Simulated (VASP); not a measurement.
# Tl (Pm-3m) in VASP: notebook

The runs below take Tl through single point, with BLYP.

Program: VASP 6.6.1. These are calculated values, not measurements. Logs are shortened: lines on timing, memory, paths and dates and some standing lists are left out, and cuts for length are marked.

## (1) The cell of the first run

The structure is cubic, space group Pm-3m (No. 221). Conventional cell: a = 3.240 Å, b = 3.240 Å, c = 3.240 Å, α = 90.00°, β = 90.00°, γ = 90.00°. Within 4.3 Å of Tl (site symmetry m-3m) lie 6 Tl at 3.24 Å.

## (2) Single point, BLYP (volume scaled by 0.88)

INCAR reads:

```
PREC = Accurate ; ENCUT = 520
EDIFF = 1E-7 ; ISMEAR = -1
SIGMA = 0.1 ; LREAL = False
LASPH = True ; NELM = 60
ALGO = Normal ; ISIF = 2
LWAVE = False ; LCHARG = True
GGA = B5 ; ALDAX = 1.0
AGGAX = 1.0 ; AGGAC = 1.0
ALDAC = 0.0 ; LELF = True
LVHAR = True ; NBANDS = 12
```

KPOINTS reads:

```
regular mesh
0
Gamma
  11 11 11
```

POSCAR reads:

```
Tl
1.0
    3.2400116199      0.0000000000      0.0000000000
    0.0000000000      3.2400116199      0.0000000000
    0.0000000000      0.0000000000      3.2400116199
Tl
1
Direct
    0.0000000000      0.0000000000      0.0000000000
```

Potentials or basis: VASP PAW PBE potentials, release 64 (Tl_d).

Run with:

```console
cat potpaw_PBE.64/Tl_d/POTCAR > POTCAR
mpirun -np 1 vasp_std > vasp.out
```

OUTCAR:

```text
PREC = Accurate
   ENCUT = 520
   EDIFF = 1E-7
   ISMEAR = -1
   LREAL = False
   LASPH = True
   NELM = 60
   ISIF = 2
   GGA = B5

 ion  position               nearest neighbor table
   1  0.000  0.000  0.000-

  LATTYP: Found a simple cubic cell.
 ALAT       =     3.2400116199

  Lattice vectors:

 A1 = (   3.2400116199,   0.0000000000,   0.0000000000)
 A2 = (   0.0000000000,   3.2400116199,   0.0000000000)
 A3 = (   0.0000000000,   0.0000000000,   3.2400116199)

Analysis of symmetry for initial positions (statically):
=====================================================================
 Subroutine PRICEL returns:
 Original cell was already a primitive cell.

 Routine SETGRP: Setting up the symmetry group for a
 simple cubic supercell.

 Subroutine GETGRP returns: Found 48 space group operations
 (whereof 48 operations were pure point group operations)
 out of a pool of 48 trial point group operations.

The static configuration has the point symmetry O_h .

Analysis of symmetry for dynamics (positions and initial velocities):
=====================================================================
 Subroutine PRICEL returns:
 Original cell was already a primitive cell.

 Routine SETGRP: Setting up the symmetry group for a
 simple cubic supercell.

 Subroutine GETGRP returns: Found 48 space group operations
 (whereof 48 operations were pure point group operations)
 out of a pool of 48 trial point group operations.

The dynamic configuration has the point symmetry O_h .

 Subroutine INISYM returns: Found 48 space group operations
 (whereof 48 operations are pure point group operations),
 and found     1 'primitive' translations

----------------------------------------------------------------------------------------

                                     Primitive cell

  volume of cell :      34.0126

  direct lattice vectors                    reciprocal lattice vectors
     3.240011620  0.000000000  0.000000000     0.308640868  0.000000000  0.000000000
     0.000000000  3.240011620  0.000000000     0.000000000  0.308640868  0.000000000
     0.000000000  0.000000000  3.240011620     0.000000000  0.000000000  0.308640868

  length of vectors
     3.240011620  3.240011620  3.240011620     0.308640868  0.308640868  0.308640868

  position of ions in fractional coordinates (direct lattice)
     0.000000000  0.000000000  0.000000000

  ion indices of the primitive-cell ions
   primitive index   ion index
                 1           1

----------------------------------------------------------------------------------------

 KPOINTS: regular mesh

Automatic generation of k-mesh.
 Grid dimensions read from file:
 generate k-points for:   11   11   11

 Generating k-lattice:

  Cartesian coordinates                     Fractional coordinates (reciprocal lattice)
     0.028058261  0.000000000  0.000000000     0.090909091  0.000000000  0.000000000
     0.000000000  0.028058261  0.000000000     0.000000000  0.090909091  0.000000000
     0.000000000  0.000000000  0.028058261     0.000000000  0.000000000  0.090909091

  Length of vectors
     0.028058261  0.028058261  0.028058261

  Shift w.r.t. Gamma in fractional coordinates (k-lattice)
     0.000000000  0.000000000  0.000000000

 Subroutine IBZKPT returns following result:
 ===========================================

 Found     56 irreducible k-points:

 Following reciprocal coordinates:
            Coordinates               Weight
  0.000000  0.000000  0.000000      1.000000
  0.090909  0.000000  0.000000      6.000000
  0.181818  0.000000  0.000000      6.000000
  0.272727  0.000000  0.000000      6.000000
  0.363636  0.000000  0.000000      6.000000
  0.454545  0.000000  0.000000      6.000000
[... 16 lines left out ...]
  0.181818  0.090909  0.090909     24.000000
  0.272727  0.090909  0.090909     24.000000
 [... further k-points ...]
   k-points           NKPTS =     56   k-points in BZ     NKDIM =     56   number of bands    NBANDS=     12
   number of dos      NEDOS =    301   number of ions     NIONS =      1
   total plane-waves  NPLWV =  13824
   dimension x,y,z NGX =    24 NGY =   24 NGZ =   24
   dimension x,y,z NGXF=    48 NGYF=   48 NGZF=   48
   ions per type =               1
   NGX,Y,Z   is equivalent  to a cutoff of  12.31, 12.31, 12.31 a.u.
   NGXF,Y,Z  is equivalent  to a cutoff of  24.63, 24.63, 24.63 a.u.
 SYSTEM =  unknown system
   PREC   = accura    normal or accurate (medium, high low for compatibility)
   ISTART =      0    job   : 0-new  1-cont  2-samecut
   ICHARG =      2    charge: 1-file 2-atom 10-const
   ISPIN  =      1    spin polarized calculation?
   LNONCOLLINEAR =      F non collinear calculations
   LSORBIT =      F    spin-orbit coupling
   LASPH  =      T    aspherical Exc in radial PAW
   ENCUT  =  520.0 eV  38.22 Ry    6.18 a.u.   6.02  6.02  6.02*2*pi/ulx,y,z
   NELM   =     60;   NELMIN=  2; NELMDL= -5     # of ELM steps
   EDIFF  = 0.1E-06   stopping-criterion for ELM
   LREAL  =      F    real-space projection
   EDIFFG = 0.1E-05   stopping-criterion for IOM
   NSW    =      0    number of steps for IOM
   IBRION =     -1    ionic relax: 0-MD 1-quasi-New 2-CG
   NFREE  =      0    steps in history (QN), initial steepest desc. (CG)
   ISIF   =      2    stress and relaxation
   ISYM   =      2    0-nonsym 1-usesym 2-fastsym
   POTIM  = 0.5000    time-step for ionic-motion
   TEBEG  =    0.0;   TEEND  =   0.0 temperature during run
   PSTRESS=    0.0 pullay stress
   NELECT =      13.0000    total number of electrons
   NUPDOWN=      -1.0000    fix difference up-down
   EMIN   =  10.00;   EMAX   =-10.00  energy-range for DOS
   EFERMI =   0.00;   METHOD = LEGACY
   ISMEAR =    -1;   SIGMA  =   0.10  broadening in eV -4-tet -1-fermi 0-gaus
   EFERMI_NEDOS =   21; number of points for ismear=-14 and -15
   IALGO  =     38    algorithm
   IMIX   =      4    mixing-type and parameters
     AMIX     =   0.40;   BMIX     =  1.00
     AMIX_MAG =   1.60;   BMIX_MAG =  1.00
  volume/ion in A,a.u.               =      34.01       229.53
  Fermi-wavevector in a.u.,A,eV,Ry     =   1.188072  2.245130 19.204824  1.411515
  Thomas-Fermi vector in A             =   2.324209
   LORBIT       =      0    0 simple, 1 ext, 2 COOP (PROOUT), +10 PAW based schemes
   GGA     = B5    functional components
   LHFCALC =     F    Hartree Fock is set to
   AEXX    =    0.0000 exact exchange contribution
   IVDW    =     0    specifies the selected vdW correction
   LEPSILON=     F    determine dielectric tensor
   LRPA    =     F    only Hartree local field effects (RPA)
 non-spin polarized calculation
  energy-cutoff  :      520.00
  volume of cell :       34.01
 maximum number of plane-waves:       931
   NGX = 13   NGY = 13   NGZ = 13

 number of electron      13.0000003 magnetization

 Free energy of the ion-electron system (eV)
  ---------------------------------------------------
  ext. energy  EPLUGINS =         0.00000000
  ---------------------------------------------------
  free energy    TOTEN  =        -1.61946635 eV

  energy without entropy =       -1.59947045  energy(sigma->0) =       -1.60946840

 E-fermi :   5.4672     XC(G=0):  -8.7004

 val. band max:        5.3655494454   @ k =   0.4545   0.4545   0.0909
 cond. band min:       5.4869248707   @ k =   0.3636   0.2727   0.0909
 fundamental gap:      0.1213754252
 Fermi energy:         5.4671744892

 k-point     1 :       0.0000    0.0000    0.0000
  band No.  band energies     occupation
      1      -6.6938      2.00000
      2      -6.6938      2.00000
      3      -5.7933      2.00000
      4      -5.7933      2.00000
      5      -5.7933      2.00000
      6      -3.9259      2.00000
      7      11.8497      0.00000
      8      11.8497      0.00000
      9      11.8497      0.00000
     10      15.1197      0.00000
     11      16.5271      0.00000
     12      16.5271      0.00000

 k-point     2 :       0.0909    0.0000    0.0000
  band No.  band energies     occupation
      1      -6.6892      2.00000
      2      -6.6458      2.00000
      3      -5.8143      2.00000
      4      -5.8143      2.00000
      5      -5.7915      2.00000
      6      -3.8036      2.00000
      7      10.5216      0.00000
      8      11.9980      0.00000
      9      11.9980      0.00000
     10      15.5552      0.00000
     11      16.5641      0.00000
     12      17.6498      0.00000

 k-point     3 :       0.1818    0.0000    0.0000
  band No.  band energies     occupation
      1      -6.6768      2.00000
      2      -6.5231      2.00000
      3      -5.8701      2.00000
      4      -5.8701      2.00000
      5      -5.7867      2.00000
      6      -3.4284      2.00000
      7       8.3291      0.00000
      8      12.4226      0.00000
      9      12.4226      0.00000
     10      15.8811      0.00000
     11      16.6746      0.00000
     12      20.2061      0.00000
[... 286 lines left out ...]
 k-point    23 :       0.1818    0.0909    0.0909
  band No.  band energies     occupation
      1      -6.6010      2.00000
      2      -6.4830      2.00000
      3      -5.8968      2.00000
      4      -5.8903      2.00000
      5      -5.8290      2.00000
      6      -3.1906      2.00000
      7       8.5923      0.00000
      8      11.1095      0.00000
      9      11.3062      0.00000
     10      17.6283      0.00000
     11      17.9368      0.00000
     12      20.1623      0.00000

 k-point    24 :       0.2727    0.0909    0.0909
  band No.  band energies     occupation
      1      -6.5851      2.00000
      2      -6.3248      2.00000
      3      -5.9728      2.00000
      4      -5.9645      2.00000
      5      -5.8221      2.00000
      6      -2.5655      2.00000
      7       6.4372      0.00012
      8      11.7113      0.00000
      9      11.9203      0.00000
     10      17.7460      0.00000
     11      17.7993      0.00000
     12      20.1237      0.00000

 [... further k-points ...]

------------------------ aborting loop because EDIFF is reached ----------------------------------------

  FORCE on cell =-STRESS in cart. coord.  units (eV):
  Direction    XX          YY          ZZ          XY          YZ          ZX
  --------------------------------------------------------------------------------------
  -------------------------------------------------------------------------------------
  Total        0.6084502      0.6084502      0.6084502     -0.0000000     -0.0000000     -0.0000000
  in kB       28.6613001     28.6613001     28.6613001     -0.0000000     -0.0000000     -0.0000000
  external PRESSURE =      28.6613001 kB  Pullay stress =       0.0000000 kB

 VOLUME and BASIS-vectors are now :
 -----------------------------------------------------------------------------
  energy-cutoff  :      520.00
  volume of cell :       34.01
      direct lattice vectors                 reciprocal lattice vectors
     3.240011620  0.000000000  0.000000000     0.308640868  0.000000000  0.000000000
     0.000000000  3.240011620  0.000000000     0.000000000  0.308640868  0.000000000
     0.000000000  0.000000000  3.240011620     0.000000000  0.000000000  0.308640868

 POSITION                                       TOTAL-FORCE (eV/Angst)
 -----------------------------------------------------------------------------------
      0.00000      0.00000      0.00000         0.000000      0.000000      0.000000
 -----------------------------------------------------------------------------------
    total drift:                                0.000000     -0.000000     -0.000000

  FREE ENERGIE OF THE ION-ELECTRON SYSTEM (eV)
  ---------------------------------------------------
  free  energy   TOTEN  =        -1.6194663514 eV

  energy  without entropy=       -1.5994704477  energy(sigma->0) =       -1.60946840
```

Wall time 13 s (1 thread of AMD EPYC 9R45 (Zen 5), shared host); peak memory 0.12 GiB.

What came out:

| Quantity | Value |
| --- | --- |
| Free energy | -1.6195 eV |
| Pressure | 2.9 GPa |

Caveat: the PAW data sets were made with another functional, which shifts forces and pressure a little; spin-orbit coupling is left out, which moves the levels of the heavy elements.

## (3) Single point, BLYP (volume scaled by 0.92)

INCAR reads:

```
AGGAC = 1.0
AGGAX = 1.0
ALDAC = 0.0
ALDAX = 1.0
ALGO = Normal
EDIFF = 1E-7
ENCUT = 520
GGA = B5
ISIF = 2
ISMEAR = -1
LASPH = True
LCHARG = True
LELF = True
LREAL = False
LVHAR = True
LWAVE = False
NBANDS = 12
NELM = 80
PREC = Accurate
SIGMA = 0.1
```

KPOINTS reads:

```
k-points
0
Gamma
  11 11 11
```

POSCAR reads:

```
Tl
1.0
    3.2883771328      0.0000000000      0.0000000000
    0.0000000000      3.2883771328      0.0000000000
    0.0000000000      0.0000000000      3.2883771328
Tl
1
Direct
    0.0000000000      0.0000000000      0.0000000000
```

Potentials or basis: VASP PAW PBE potentials, release 64 (Tl_d).

Run with:

```console
cat potpaw_PBE.64/Tl_d/POTCAR > POTCAR
mpirun -np 1 vasp_std > vasp.out
```

Run time: 13 s. Hardware: 1 thread of AMD EPYC 9R45 (Zen 5), shared host; peak memory 0.12 GiB.

The run converged. Its results:

* Free energy: -1.6420 eV
* Pressure: 1.7 GPa

Levels at points of the mesh, in eV from the Fermi level:
```
           k point  band 3  band 4  band 5  band 6  band 7  band 8  band 9  band 10
(0.00, 0.00, 0.00)  -11.28  -11.28  -11.28   -9.17    6.16    6.16    6.16     9.29
```

Caveat: the PAW data sets were made with another functional, which shifts forces and pressure a little; spin-orbit coupling is left out, which moves the levels of the heavy elements.

## (4) Single point, BLYP (volume scaled by 0.96)

INCAR reads:

```
SYSTEM = Tl
  AGGAC = 1.0
  AGGAX = 1.0
  ALDAC = 0.0
  ALDAX = 1.0
  ALGO = Normal
  EDIFF = 1E-6
  ENCUT = 520
  GGA = B5
  ISIF = 2
  ISMEAR = -1
  LASPH = .True.
  LCHARG = .False.
  LREAL = .False.
  LWAVE = .False.
  NBANDS = 12
  NELM = 80
  PREC = Accurate
  SIGMA = 0.1
```

KPOINTS reads:

```
k-points
0
Gamma
  11 11 11
  0 0 0
```

POSCAR reads:

```
Tl
1.0
    3.3353602966      0.0000000000      0.0000000000
    0.0000000000      3.3353602966      0.0000000000
    0.0000000000      0.0000000000      3.3353602966
Tl
1
Direct
    0.0000000000      0.0000000000      0.0000000000
```

Potentials or basis: VASP PAW PBE potentials, release 64 (Tl_d).

Run with:

```console
cat potpaw_PBE.64/Tl_d/POTCAR > POTCAR
mpirun -np 1 vasp_std > vasp.out
```

OUTCAR:

```text
SYSTEM = Tl
   EDIFF = 1E-6
   ENCUT = 520
   GGA = B5
   ISIF = 2
   ISMEAR = -1
   LASPH = .True.
   LREAL = .False.
   NELM = 80
   PREC = Accurate

 ion  position               nearest neighbor table
   1  0.000  0.000  0.000-

  LATTYP: Found a simple cubic cell.
 ALAT       =     3.3353602966

  Lattice vectors:

 A1 = (   3.3353602966,   0.0000000000,   0.0000000000)
 A2 = (   0.0000000000,   3.3353602966,   0.0000000000)
 A3 = (   0.0000000000,   0.0000000000,   3.3353602966)

Analysis of symmetry for initial positions (statically):
=====================================================================
 Subroutine PRICEL returns:
 Original cell was already a primitive cell.

 Routine SETGRP: Setting up the symmetry group for a
 simple cubic supercell.

 Subroutine GETGRP returns: Found 48 space group operations
 (whereof 48 operations were pure point group operations)
 out of a pool of 48 trial point group operations.

The static configuration has the point symmetry O_h .

Analysis of symmetry for dynamics (positions and initial velocities):
[... 167 lines left out ...]
      2      -7.2728      2.00000
      3      -6.5457      2.00000
      4      -6.5457      2.00000
      5      -6.5457      2.00000
      6      -4.2173      2.00000
      7      10.7170      0.00000
      8      10.7170      0.00000
      9      10.7170      0.00000
     10      13.7008      0.00000
     11      15.1905      0.00000
     12      15.1905      0.00000
[... 331 lines left out ...]
 k-point    24 :       0.2727    0.0909    0.0909
  band No.  band energies     occupation
      1      -7.1844      2.00000
      2      -6.9626      2.00000
      3      -6.6872      2.00000
      4      -6.6817      2.00000
      5      -6.5686      2.00000
      6      -2.9933      2.00000
      7       5.6266      0.00035
      8      10.5311      0.00000
      9      10.7357      0.00000
     10      16.3119      0.00000
     11      16.5779      0.00000
     12      18.6052      0.00000

 [... further k-points ...]

------------------------ aborting loop because EDIFF is reached ----------------------------------------

  FORCE on cell =-STRESS in cart. coord.  units (eV):
  Direction    XX          YY          ZZ          XY          YZ          ZX
  --------------------------------------------------------------------------------------
  -------------------------------------------------------------------------------------
  Total        0.1746678      0.1746678      0.1746678     -0.0000000     -0.0000000      0.0000000
  in kB        7.5421512      7.5421512      7.5421512     -0.0000000     -0.0000000      0.0000000
  external PRESSURE =       7.5421512 kB  Pullay stress =       0.0000000 kB

 VOLUME and BASIS-vectors are now :
 -----------------------------------------------------------------------------
  energy-cutoff  :      520.00
  volume of cell :       37.10
      direct lattice vectors                 reciprocal lattice vectors
     3.335360297  0.000000000  0.000000000     0.299817684  0.000000000  0.000000000
     0.000000000  3.335360297  0.000000000     0.000000000  0.299817684  0.000000000
     0.000000000  0.000000000  3.335360297     0.000000000  0.000000000  0.299817684

 POSITION                                       TOTAL-FORCE (eV/Angst)
 -----------------------------------------------------------------------------------
      0.00000      0.00000      0.00000         0.000000      0.000000      0.000000
 -----------------------------------------------------------------------------------
    total drift:                               -0.000000     -0.000000     -0.000000

  FREE ENERGIE OF THE ION-ELECTRON SYSTEM (eV)
  ---------------------------------------------------
  free  energy   TOTEN  =        -1.6543302412 eV

  energy  without entropy=       -1.6322285381  energy(sigma->0) =       -1.64327939
```

It took 18 s on 1 thread of AMD EPYC 9R45 (Zen 5), shared host; peak memory 0.13 GiB.

What came out:

| Item | Value |
| --- | --- |
| Free energy | -1.6543 eV |
| Pressure | 0.8 GPa |

Levels at points of the mesh, in eV from the Fermi level:
```
           k point  band 4  band 5  band 6  band 7  band 8  band 9
(0.00, 0.00, 0.00)  -11.31  -11.31   -8.98    5.96    5.96    5.96
```

Caveat: the PAW data sets were made with another functional, which shifts forces and pressure a little; spin-orbit coupling is left out, which moves the levels of the heavy elements.

## (5) The runs side by side

| cell | gap on the mesh (eV) | pressure (GPa) |
| --- | --- | --- |
| a = 3.240 Å, 1 atom | none | 2.9 |
| a = 3.288 Å, 1 atom | none | 1.7 |
| a = 3.335 Å, 1 atom | none | 0.8 |

Alike in all rows: task single point; level BLYP; potentials or basis VASP PAW PBE potentials, release 64 (Tl_d); no spin polarisation; k mesh 11 × 11 × 11; cutoff (eV) 520; smearing fermi-dirac 0.1 eV.

Caveats: the PAW data sets were made with another functional, which shifts forces and pressure a little; spin-orbit coupling is left out, which moves the levels of the heavy elements.

Total energies depend on the potentials used, so only differences within one code and one set of settings carry meaning.
